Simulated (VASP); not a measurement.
# Yb (P6_3/mmc) in VASP: notebook

The runs below take Yb through single point, with RPBE.

All numbers are computed with VASP 6.6.1; they aren't measurements. Logs are shortened: lines on timing, memory, paths and dates and some standing lists are left out, and cuts for length are marked.

## 1. The cell of the first run

Symmetry: P6_3/mmc, No. 194, hexagonal system. Conventional cell: a = 3.633 Å, b = 3.633 Å, c = 5.980 Å, α = 90.00°, β = 90.00°, γ = 120.00°. Within 4.8 Å of Yb (site symmetry -6m2) lie 12 Yb at 3.63 to 3.65 Å.

This isn't the form of Yb at room conditions, which is fcc.

## 2. Single point, RPBE (34.17 Å³/atom)

INCAR

```
SYSTEM = Yb
ALGO     = Normal         ! electronic algorithm
EDIFF    = 1E-6           ! SCF threshold, eV
ENCUT    = 520            ! plane-wave cutoff, eV
GGA      = RP             ! functional
ISIF     = 2              ! what is computed and relaxed
ISMEAR   = -1             ! smearing method
LASPH    = .TRUE.         ! aspherical terms in the spheres
LCHARG   = .TRUE.         ! write CHGCAR
LELF     = .TRUE.         ! ELF
LREAL    = .FALSE.        ! projectors in reciprocal space
LVHAR    = .TRUE.       
LWAVE    = .FALSE.        ! write WAVECAR
NBANDS   = 31             ! bands
NELM     = 100            ! most SCF steps
PREC     = Accurate       ! precision mode
SIGMA    = 0.1            ! smearing width, eV
```

KPOINTS

```
k-points
0
G
  11 11 6
  0 0 0
```

POSCAR

```
Yb
1.0
    3.6328374736      0.0000000000      0.0000000000
   -1.8164187368      3.1461295400      0.0000000000
    0.0000000000      0.0000000000      5.9799289262
Yb
2
Direct
    0.3333333333      0.6666666667      0.2500000000
    0.6666666667      0.3333333333      0.7500000000
```

Potentials or basis: VASP PAW PBE potentials, release 64 (Yb).

On the command line:

```
> cat potpaw_PBE.64/Yb/POTCAR > POTCAR
> mpirun -np 1 vasp_std > vasp.out
```

OUTCAR:

```text
SYSTEM = Yb
   EDIFF = 1E-6
   ENCUT = 520
   GGA = RP
   ISIF = 2
   ISMEAR = -1
   LASPH = .TRUE.
   LREAL = .FALSE.
   NELM = 100
   PREC = Accurate

 ion  position               nearest neighbor table
   1  0.333  0.667  0.250-   2 3.65   2 3.65   2 3.65   2 3.65   2 3.65   2 3.65
   2  0.667  0.333  0.750-   1 3.65   1 3.65   1 3.65   1 3.65   1 3.65   1 3.65

  LATTYP: Found a hexagonal cell.
 ALAT       =     3.6328374736
 C/A-ratio  =     1.6460766466

  Lattice vectors:

 A1 = (   3.6328374736,   0.0000000000,   0.0000000000)
 A2 = (  -1.8164187368,   3.1461295400,   0.0000000000)
 A3 = (   0.0000000000,   0.0000000000,   5.9799289262)

Analysis of symmetry for initial positions (statically):
=====================================================================
 Subroutine PRICEL returns:
 Original cell was already a primitive cell.

 Routine SETGRP: Setting up the symmetry group for a
 hexagonal supercell.

 Subroutine GETGRP returns: Found 24 space group operations
 (whereof 12 operations were pure point group operations)
 out of a pool of 24 trial point group operations.

The static configuration has the point symmetry D_3d.
 The point group associated with its full space group is D_6h.

Analysis of symmetry for dynamics (positions and initial velocities):
=====================================================================
 Subroutine PRICEL returns:
 Original cell was already a primitive cell.

 Routine SETGRP: Setting up the symmetry group for a
 hexagonal supercell.

 Subroutine GETGRP returns: Found 24 space group operations
 (whereof 12 operations were pure point group operations)
 out of a pool of 24 trial point group operations.

The dynamic configuration has the point symmetry D_3d.
 The point group associated with its full space group is D_6h.

 Subroutine INISYM returns: Found 24 space group operations
 (whereof 12 operations are pure point group operations),
 and found     1 'primitive' translations

----------------------------------------------------------------------------------------

                                     Primitive cell

  volume of cell :      68.3469

  direct lattice vectors                    reciprocal lattice vectors
     3.632837474  0.000000000  0.000000000     0.275266925  0.158925433  0.000000000
    -1.816418737  3.146129540  0.000000000     0.000000000  0.317850866  0.000000000
     0.000000000  0.000000000  5.979928926     0.000000000  0.000000000  0.167226068

  length of vectors
[... 80 lines left out ...]
   ENCUT  =  520.0 eV  38.22 Ry    6.18 a.u.   6.75  6.75 11.12*2*pi/ulx,y,z
   NELM   =    100;   NELMIN=  2; NELMDL= -5     # of ELM steps
   EDIFF  = 0.1E-05   stopping-criterion for ELM
   LREAL  =      F    real-space projection
   EDIFFG = 0.1E-04   stopping-criterion for IOM
   NSW    =      0    number of steps for IOM
   IBRION =     -1    ionic relax: 0-MD 1-quasi-New 2-CG
   NFREE  =      0    steps in history (QN), initial steepest desc. (CG)
   ISIF   =      2    stress and relaxation
   ISYM   =      2    0-nonsym 1-usesym 2-fastsym
   POTIM  = 0.5000    time-step for ionic-motion
   TEBEG  =    0.0;   TEEND  =   0.0 temperature during run
   PSTRESS=    0.0 pullay stress
   NELECT =      48.0000    total number of electrons
   NUPDOWN=      -1.0000    fix difference up-down
   EMIN   =  10.00;   EMAX   =-10.00  energy-range for DOS
   EFERMI =   0.00;   METHOD = LEGACY
   ISMEAR =    -1;   SIGMA  =   0.10  broadening in eV -4-tet -1-fermi 0-gaus
   EFERMI_NEDOS =   21; number of points for ismear=-14 and -15
   IALGO  =     38    algorithm
   IMIX   =      4    mixing-type and parameters
     AMIX     =   0.40;   BMIX     =  1.00
     AMIX_MAG =   1.60;   BMIX_MAG =  1.00
  volume/ion in A,a.u.               =      34.17       230.61
  Fermi-wavevector in a.u.,A,eV,Ry     =   1.455177  2.749885 28.810868  2.117539
  Thomas-Fermi vector in A             =   2.572242
   LORBIT       =      0    0 simple, 1 ext, 2 COOP (PROOUT), +10 PAW based schemes
   GGA     = RP    functional components
   LHFCALC =     F    Hartree Fock is set to
   AEXX    =    0.0000 exact exchange contribution
   IVDW    =     0    specifies the selected vdW correction
   LEPSILON=     F    determine dielectric tensor
   LRPA    =     F    only Hartree local field effects (RPA)
 non-spin polarized calculation
  energy-cutoff  :      520.00
  volume of cell :       68.35
 maximum number of plane-waves:      1864
 NGX is ok and might be reduce to    28
   NGX = 13   NGY = 13   NGZ = 23

 number of electron      47.9999994 magnetization

 Free energy of the ion-electron system (eV)
  ---------------------------------------------------
  ext. energy  EPLUGINS =         0.00000000
  ---------------------------------------------------
  free energy    TOTEN  =        -6.59780800 eV

  energy without entropy =       -6.41098434  energy(sigma->0) =       -6.50439617

 E-fermi :   1.8573     XC(G=0):  -9.5192

 val. band max:        1.8511616304   @ k =   0.1818   0.1818   0.0000
 cond. band min:       1.8601160940   @ k =   0.4545  -0.0000   0.1667
 fundamental gap:      0.0089544636
 Fermi energy:         1.8572555545

 k-point     1 :       0.0000    0.0000    0.0000
  band No.  band energies     occupation
      1     -49.9495      2.00000
      2     -49.9297      2.00000
      3     -22.4591      2.00000
      4     -22.1271      2.00000
      5     -22.1271      2.00000
      6     -22.0763      2.00000
[... 805 lines left out ...]
     30       5.8448      0.00000
     31       6.2216      0.00000

 [... further k-points ...]

------------------------ aborting loop because EDIFF is reached ----------------------------------------

  FORCE on cell =-STRESS in cart. coord.  units (eV):
  Direction    XX          YY          ZZ          XY          YZ          ZX
  --------------------------------------------------------------------------------------
  -------------------------------------------------------------------------------------
  Total        0.7486083      0.7486083      0.7100054      0.0000000     -0.0000000     -0.0000000
  in kB       17.5487686     17.5487686     16.6438443      0.0000000     -0.0000000     -0.0000000
  external PRESSURE =      17.2471272 kB  Pullay stress =       0.0000000 kB

 VOLUME and BASIS-vectors are now :
 -----------------------------------------------------------------------------
  energy-cutoff  :      520.00
  volume of cell :       68.35
      direct lattice vectors                 reciprocal lattice vectors
     3.632837474  0.000000000  0.000000000     0.275266925  0.158925433  0.000000000
    -1.816418737  3.146129540  0.000000000     0.000000000  0.317850866  0.000000000
     0.000000000  0.000000000  5.979928926     0.000000000  0.000000000  0.167226068

 POSITION                                       TOTAL-FORCE (eV/Angst)
 -----------------------------------------------------------------------------------
     -0.00000      2.09742      1.49498        -0.000000      0.000000      0.000000
      1.81642      1.04871      4.48495         0.000000     -0.000000      0.000000
 -----------------------------------------------------------------------------------
    total drift:                                0.000000     -0.000000      0.000000

  FREE ENERGIE OF THE ION-ELECTRON SYSTEM (eV)
  ---------------------------------------------------
  free  energy   TOTEN  =        -6.5978079953 eV

  energy  without entropy=       -6.4109843423  energy(sigma->0) =       -6.50439617
```

OSZICAR:

```text
N       E                     dE             d eps       ncg     rms          rms(c)
DAV:   1     0.310252797613E+03    0.31025E+03   -0.15755E+04  5856   0.101E+04
DAV:   2     0.530271447627E+02   -0.25723E+03   -0.24357E+03  5651   0.878E+02
DAV:   3     0.436781897377E+01   -0.48659E+02   -0.47442E+02  6320   0.196E+02
[... 28 lines left out ...]
DAV:  32    -0.659780837392E+01   -0.46633E-05   -0.40619E-05  5868   0.125E-01    0.208E-01
DAV:  33    -0.659780920149E+01   -0.82757E-06   -0.18780E-05  5241   0.702E-02    0.215E-01
DAV:  34    -0.659781035448E+01   -0.11530E-05   -0.11068E-05  4592   0.333E-02    0.219E-01
DAV:  35    -0.659780854521E+01    0.18093E-05   -0.59522E-07  3076   0.103E-01    0.213E-01
DAV:  36    -0.659780799528E+01    0.54993E-06   -0.74971E-07  2937   0.786E-02
   1 F= -.65978080E+01 E0= -.65043962E+01  d E =-.186824E+00
```

Wall time 3.1 min (1 thread of Intel Xeon 6975P-C (Granite Rapids), shared host); peak memory 0.26 GiB.

Results:

```
Free energy            : -6.5978 eV
Pressure               : 1.7 GPa
Band gap on the k mesh : zero (bands 24 and 25 overlap by 0.21 eV)
```

Stress tensor (GPa, compression positive):
```
1.75 0.00 0.00
0.00 1.75 0.00
0.00 0.00 1.66
```

Caveat: the PAW data sets were made with another functional, which shifts forces and pressure a little; spin-orbit coupling is left out, which moves the levels of the heavy elements. Spin polarisation is off, so any magnetic state and its effect on volume and gap are missing.

## 3. Single point, RPBE (35.73 Å³/atom)

This run uses another cell than the first one, of 35.73 Å³/atom.

INCAR

```
SYSTEM = Yb
PREC = Accurate ; ENCUT = 520
EDIFF = 1E-6 ; ISMEAR = -1
SIGMA = 0.1 ; LREAL = .False.
LASPH = .True. ; NELM = 60
ALGO = Normal ; ISIF = 2
LWAVE = .False. ; LCHARG = .False.
GGA = RP ; NBANDS = 31
```

KPOINTS

```
Automatic mesh
0
Gamma
  11 11 6
  0 0 0
```

POSCAR

```
Yb
1.0
    3.6870669235      0.0000000000      0.0000000000
   -1.8435334617      3.1930936212      0.0000000000
    0.0000000000      0.0000000000      6.0691947572
Yb
2
Direct
    0.3333333333      0.6666666667      0.2500000000
    0.6666666667      0.3333333333      0.7500000000
```

Potentials or basis: VASP PAW PBE potentials, release 64 (Yb).

On the command line:

```
> cat potpaw_PBE.64/Yb/POTCAR > POTCAR
> mpirun -np 1 vasp_std > vasp.out
```

Wall time 3.4 min (1 thread of Intel Xeon 6975P-C (Granite Rapids), shared host); peak memory 0.27 GiB.

Results (log left out):

```
Free energy            : -6.6324 eV
Pressure               : 0.3 GPa
Band gap on the k mesh : zero (bands 24 and 25 overlap by 0.17 eV)
```

Stress tensor (GPa, compression positive):
```
0.38 0.00 0.00
0.00 0.38 0.00
0.00 0.00 0.29
```

Levels at points of the mesh, in eV from the Fermi level:
```
           k point  band 20  band 21  band 22  band 23  band 24  band 25  band 26  band 27  band 28  band 29
(0.00, 0.00, 0.00)    -0.50    -0.46    -0.46    -0.44    -0.44     0.29     2.81     2.87     2.87     3.45
(0.00, 0.00, 0.50)    -0.45    -0.45    -0.45    -0.44    -0.44     1.53     1.53     2.86     2.86     2.86
```

Caveat: the PAW data sets were made with another functional, which shifts forces and pressure a little; spin-orbit coupling is left out, which moves the levels of the heavy elements. Spin polarisation is off, so any magnetic state and its effect on volume and gap are missing.

## 4. Single point, RPBE (37.28 Å³/atom)

This run uses another cell than the first one, of 37.28 Å³/atom.

INCAR

```
SYSTEM = Yb
PREC = Accurate ; ENCUT = 520
EDIFF = 1E-6 ; ISMEAR = -1
SIGMA = 0.1 ; LREAL = .FALSE.
LASPH = .TRUE. ; NELM = 80
ALGO = Normal ; ISIF = 2
LWAVE = .FALSE. ; LCHARG = .TRUE.
GGA = RP ; LELF = .TRUE.
LVHAR = .TRUE. ; NBANDS = 31
```

KPOINTS

```
regular mesh
0
G
  11 11 6
  0 0 0
```

POSCAR

```
Yb
1.0
    3.7397464254      0.0000000000      0.0000000000
   -1.8698732127      3.2387154081      0.0000000000
    0.0000000000      0.0000000000      6.1559092551
Yb
2
Direct
    0.3333333333      0.6666666667      0.2500000000
    0.6666666667      0.3333333333      0.7500000000
```

On the command line:

```
> cat potpaw_PBE.64/Yb/POTCAR > POTCAR
> mpirun -np 1 vasp_std > vasp.out
```

Wall time 2.7 min (1 thread of Intel Xeon 6975P-C (Granite Rapids), shared host); peak memory 0.28 GiB.

Results (log left out):

| Property | Result |
| --- | --- |
| Free energy | -6.6496 eV |
| Pressure | 0.3 GPa |
| Band gap on the k mesh | zero (bands 24 and 25 overlap by 0.13 eV) |

Levels at points of the mesh, in eV from the Fermi level:
```csv
k point,band 21,band 22,band 23,band 24,band 25,band 26,band 27,band 28
"(0.00, 0.00, 0.00)",-0.46,-0.46,-0.44,-0.44,0.20,2.77,2.82,2.82
"(0.00, 0.00, 0.50)",-0.45,-0.45,-0.44,-0.44,1.50,1.50,2.81,2.81
```

Caveat: the PAW data sets were made with another functional, which shifts forces and pressure a little; spin-orbit coupling is left out, which moves the levels of the heavy elements. Spin polarisation is off, so any magnetic state and its effect on volume and gap are missing.

## 5. Single point, RPBE (38.83 Å³/atom)

This run uses another cell than the first one, of 38.83 Å³/atom.

INCAR

```
  ALGO = Normal
  EDIFF = 1E-7
  ENCUT = 520
  GGA = RP
  ISIF = 2
  ISMEAR = -1
  LASPH = T
  LCHARG = F
  LREAL = F
  LWAVE = F
  NBANDS = 31
  NELM = 80
  PREC = Accurate
  SIGMA = 0.1
```

KPOINTS

```
k-points
0
Gamma
  11 11 6
```

POSCAR

```
Yb
1.0
    3.7909821952      0.0000000000      0.0000000000
   -1.8954910976      3.2830868864      0.0000000000
    0.0000000000      0.0000000000      6.2402472593
Yb
2
Direct
    0.3333333333      0.6666666667      0.2500000000
    0.6666666667      0.3333333333      0.7500000000
```

On the command line:

```
> cat potpaw_PBE.64/Yb/POTCAR > POTCAR
> mpirun -np 1 vasp_std > vasp.out
```

Run time: 3.2 min. Hardware: 1 thread of Intel Xeon 6975P-C (Granite Rapids), shared host; peak memory 0.28 GiB.

The run converged. Its results:

* Free energy: -6.6524 eV
* Pressure: 0.0 GPa
* Band gap on the k mesh: zero (bands 24 and 25 overlap by 0.12 eV)

Levels at points of the mesh, in eV from the Fermi level:
| k point | band 22 | band 23 | band 24 | band 25 | band 26 | band 27 |
| --- | --- | --- | --- | --- | --- | --- |
| (0.00, 0.00, 0.00) | -0.46 | -0.44 | -0.44 | 0.12 | 2.73 | 2.78 |
| (0.00, 0.00, 0.50) | -0.45 | -0.44 | -0.44 | 1.48 | 1.48 | 2.77 |

Caveat: the PAW data sets were made with another functional, which shifts forces and pressure a little; spin-orbit coupling is left out, which moves the levels of the heavy elements.

## 6. Overview

| cell | gap on the mesh (eV) | pressure (GPa) |
| --- | --- | --- |
| a = 3.633, b = 3.633, c = 5.980 Å, angles 90.0, 90.0, 120.0°, 2 atoms | none | 1.7 |
| a = 3.687, b = 3.687, c = 6.069 Å, angles 90.0, 90.0, 120.0°, 2 atoms | none | 0.3 |
| a = 3.740, b = 3.740, c = 6.156 Å, angles 90.0, 90.0, 120.0°, 2 atoms | none | 0.3 |
| a = 3.791, b = 3.791, c = 6.240 Å, angles 90.0, 90.0, 120.0°, 2 atoms | none | 0.0 |

Alike in all rows: task single point; level RPBE; potentials or basis VASP PAW PBE potentials, release 64 (Yb); no spin polarisation; k mesh 11 × 11 × 6; cutoff (eV) 520; smearing fermi-dirac 0.1 eV.

Caveats: the PAW data sets were made with another functional, which shifts forces and pressure a little; spin-orbit coupling is left out, which moves the levels of the heavy elements.

Total energies depend on the potentials used, so only differences within one code and one set of settings carry meaning.
